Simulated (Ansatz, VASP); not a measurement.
Two plane-wave programs on SnAu

```xyz
4
Lattice="4.2930 0.0000 0.0000 -2.1465 3.7179 0.0000 0.0000 0.0000 5.5086" Properties=species:S:1:pos:R:3 pbc="T T T"
Sn    0.0000    2.4786    1.3772
Sn    2.1465    1.2393    4.1315
Au    0.0000    0.0000    0.0000
Au    0.0000    0.0000    2.7543
```

Alike in both runs: functional LDA; k mesh 12 × 12 × 8; occupations gaussian, width 0.1 eV; no spin polarisation.

Ansatz relaxed the structure, and its values are those at the end. VASP's run is a single point on that final structure, the one shown.

|  | VASP | Ansatz |
| --- | --- | --- |
| version | VASP 6.6.1 | Ansatz 0.2.0 |
| potentials or method | VASP PAW LDA potentials, release 64 (Sn_d, Au), cutoff 520 eV | scalar-relativistic, plane waves, PAW |
| valence electrons in the cell | 50 | 66 |

VASP gave:

| Quantity | Value |
| --- | --- |
| gap on the k mesh at the Fermi level (eV) | none |
| pressure (GPa) | 0.1 |

**Question.** Which values does Ansatz return?

**Answer.** gap on the k mesh at the Fermi level (eV): none; pressure (GPa): 0.0.

LDA's correlation is that of Perdew and Zunger in VASP and of Perdew and Wang (1992) in Ansatz. A gap of «none» marks a metal or a gap that the smearing closes. VASP's potentials hold 50 valence electrons a cell and Ansatz's 66, so a difference there can come from the potentials and not from the codes.

Neither program's run includes spin-orbit coupling.
